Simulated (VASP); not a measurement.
# Zn (R-3m) in VASP: notebook, part 2 of 2

VASP 6.6.1. Earlier steps stand in the parts before.

### 5 Single point, LDA

This run uses another cell than the first one, of the same volume but with other edges.

The input, INCAR:

```
SYSTEM = Zn
PREC = Accurate ; ENCUT = 520
EDIFF = 1E-7 ; ISMEAR = 0
SIGMA = 0.15 ; LREAL = .FALSE.
LASPH = .TRUE. ; NELM = 60
ALGO = Fast ; ISIF = 2
LWAVE = .FALSE. ; LCHARG = .FALSE.
GGA = CA ; NBANDS = 12
```

The input, KPOINTS:

```
Automatic mesh
0
G
  22 22 22
  0 0 0
```

The input, POSCAR:

```
Zn
1.0
   -2.0722905991      1.5332606825      1.5332606825
    1.5332606825     -2.0722905991      1.5332606825
    1.5332606825      1.5332606825     -2.0722905991
Zn
1
Direct
    0.0000000000      0.0000000000      0.0000000000
```

Potentials or basis: VASP PAW LDA potentials, release 64 (Zn).

Run with:

```bash
$ cat potpaw_LDA.64/Zn/POTCAR > POTCAR
$ mpirun -np 1 vasp_std > vasp.out
```

OUTCAR:

```text
SYSTEM = Zn
   PREC = Accurate
   ENCUT = 520
   EDIFF = 1E-7
   ISMEAR = 0
   LREAL = .FALSE.
   LASPH = .TRUE.
   NELM = 60
   ISIF = 2
   GGA = CA

 ion  position               nearest neighbor table
   1  0.000  0.000  0.000-

  LATTYP: Found a trigonal (rhomboedric) cell.
 ALAT       =     2.9993607599
 COS(alpha) =    -0.4450602107

  Lattice vectors:

 A1 = (  -2.0722905991,   1.5332606825,   1.5332606825)
 A2 = (   1.5332606825,  -2.0722905991,   1.5332606825)
[... 532 lines left out ...]
      4      -3.9836      2.00000
      5      -3.2655      2.00000
      6       3.2787      2.00000
      7      14.0546      0.00000
      8      15.9906      0.00000
      9      17.1190      0.00000
     10      25.0902      0.00000
     11      25.6104      0.00000
     12      27.0529      0.00000

 [... further k-points ...]
[... 5 lines left out ...]
  --------------------------------------------------------------------------------------
  -------------------------------------------------------------------------------------
  Total        9.8178888      9.8178888      9.8178888      9.8325480      9.8325480      9.8325480
  in kB     1217.0211900   1217.0211900   1217.0211900   1218.8383373   1218.8383373   1218.8383373
  external PRESSURE =    1217.0211900 kB  Pullay stress =       0.0000000 kB

 VOLUME and BASIS-vectors are now :
 -----------------------------------------------------------------------------
  energy-cutoff  :      520.00
  volume of cell :       12.93
      direct lattice vectors                 reciprocal lattice vectors
    -2.072290599  1.533260682  1.533260682     0.150367505  0.427717603  0.427717603
     1.533260682 -2.072290599  1.533260682     0.427717603  0.150367505  0.427717603
     1.533260682  1.533260682 -2.072290599     0.427717603  0.427717603  0.150367505

 POSITION                                       TOTAL-FORCE (eV/Angst)
 -----------------------------------------------------------------------------------
      0.00000      0.00000      0.00000         0.000000     -0.000000      0.000000
 -----------------------------------------------------------------------------------
    total drift:                                0.000000      0.000000     -0.000000

  FREE ENERGIE OF THE ION-ELECTRON SYSTEM (eV)
  ---------------------------------------------------
  free  energy   TOTEN  =         2.0232047135 eV

  energy  without entropy=        2.0260426074  energy(sigma->0) =        2.02462366
```

OSZICAR:

```text
N       E                     dE             d eps       ncg     rms          rms(c)
DAV:   1     0.471522457933E+02    0.47152E+02   -0.66473E+03 25628   0.169E+03
DAV:   2     0.336592693858E+01   -0.43786E+02   -0.41642E+02 25528   0.233E+02
DAV:   3     0.185210136211E+01   -0.15138E+01   -0.15117E+01 28360   0.412E+01
DAV:   4     0.184795490994E+01   -0.41465E-02   -0.41463E-02 26656   0.205E+00
DAV:   5     0.184795175643E+01   -0.31535E-05   -0.31537E-05 28184   0.552E-02    0.105E+01
RMM:   6     0.197162651843E+01    0.12367E+00   -0.63103E-02 30425   0.328E+00    0.642E+00
RMM:   7     0.201999415900E+01    0.48368E-01   -0.93441E-03 30564   0.140E+00    0.133E+00
RMM:   8     0.202319962659E+01    0.32055E-02   -0.22273E-03 31320   0.416E-01    0.635E-02
RMM:   9     0.202319025926E+01   -0.93673E-05   -0.39275E-04 32446   0.289E-01    0.495E-02
RMM:  10     0.202320495249E+01    0.14693E-04   -0.86532E-05 32185   0.106E-01    0.890E-03
RMM:  11     0.202320477301E+01   -0.17948E-06   -0.89935E-06 32583   0.341E-02    0.177E-03
RMM:  12     0.202320470311E+01   -0.69898E-07   -0.14312E-06 28717   0.125E-02    0.169E-03
RMM:  13     0.202320471352E+01    0.10413E-07   -0.28513E-07 22498   0.662E-03
   1 F= 0.20232047E+01 E0= 0.20246237E+01  d E =-.283789E-02
```

stdout:

```text
POSCAR found type information on POSCAR Zn
 POSCAR found :  1 types and       1 ions
 scaLAPACK will be used
 LDA part: xc-table for (Slater(with rela. corr.)+CA(PZ))
 , standard interpolation
 POSCAR, INCAR and KPOINTS ok, starting setup
 FFT: planning ... GRIDC
 FFT: planning ... GRID_SOFT
 FFT: planning ... GRID
 WAVECAR not read
 entering main loop
WARNING in EDDRMM: call to ZHEGV failed, returncode =   6  3     11
WARNING in EDDRMM: call to ZHEGV failed, returncode =   8  4     10
WARNING in EDDRMM: call to ZHEGV failed, returncode =   8  4     11
WARNING in EDDRMM: call to ZHEGV failed, returncode =   6  3     10
WARNING in EDDRMM: call to ZHEGV failed, returncode =   6  3     10
WARNING in EDDRMM: call to ZHEGV failed, returncode =   6  3      9
WARNING in EDDRMM: call to ZHEGV failed, returncode =   6  3     10
WARNING in EDDRMM: call to ZHEGV failed, returncode =   8  4     10
WARNING in EDDRMM: call to ZHEGV failed, returncode =   8  4     11
WARNING in EDDRMM: call to ZHEGV failed, returncode =   6  3     10
WARNING in EDDRMM: call to ZHEGV failed, returncode =   6  3     11
WARNING in EDDRMM: call to ZHEGV failed, returncode =   8  4     12
WARNING in EDDRMM: call to ZHEGV failed, returncode =   6  3     10
WARNING in EDDRMM: call to ZHEGV failed, returncode =   6  3     11
WARNING in EDDRMM: call to ZHEGV failed, returncode =   6  3     10
WARNING in EDDRMM: call to ZHEGV failed, returncode =   6  3     12
WARNING in EDDRMM: call to ZHEGV failed, returncode =   6  3     11
WARNING in EDDRMM: call to ZHEGV failed, returncode =   6  3     10
```

It took 2.3 min on 1 thread of Intel Xeon 6975P-C (Granite Rapids), shared host; peak memory 0.26 GiB.

Results:

- Free energy: 2.0232 eV
- Pressure: 121.7 GPa
- Band gap on the k mesh: zero (band 6 reaches 9.11 eV, above the bottom of band 7 at -0.52 eV)

Levels at points of the mesh, in eV from the Fermi level:
```
           k point  band 4  band 5  band 6  band 7  band 8  band 9
(0.00, 0.00, 0.00)   -9.21   -6.92   -6.92    9.15    9.15   14.30
(0.50, 0.00, 0.00)   -7.98   -6.92    1.79    7.19   13.18   15.45
(0.50, 0.50, 0.00)   -6.91   -6.90   -4.93   -4.61    4.76   10.33
(0.50, 0.50, 0.50)   -7.99   -6.60    5.02    9.70    9.70   12.69
```

### 6 Overview

```tsv
cell	further INCAR settings	gap on the mesh (eV)	pressure (GPa)
a = 2.832 Å, angles 114.8°, 1 atom	ALGO = Fast; EDIFF = 1e-06; NBANDS = 12	none	50.5
a = 2.461 Å, angles 105.4°, 1 atom	ALGO = Fast; EDIFF = 1e-07; NBANDS = 12	none	11.7
a = 2.352 Å, angles 93.6°, 1 atom	ALGO = Fast; EDIFF = 1e-07; NBANDS = 12	none	27.1
a = 2.999 Å, angles 116.4°, 1 atom	ALGO = Fast; EDIFF = 1e-07; NBANDS = 12	none	121.7
```

Alike in all rows: task single point; level LDA; potentials or basis VASP PAW LDA potentials, release 64 (Zn); no spin polarisation; k mesh 22 × 22 × 22; cutoff (eV) 520; smearing gaussian 0.15 eV.

Absolute energies hang on the potentials; compare differences alone.
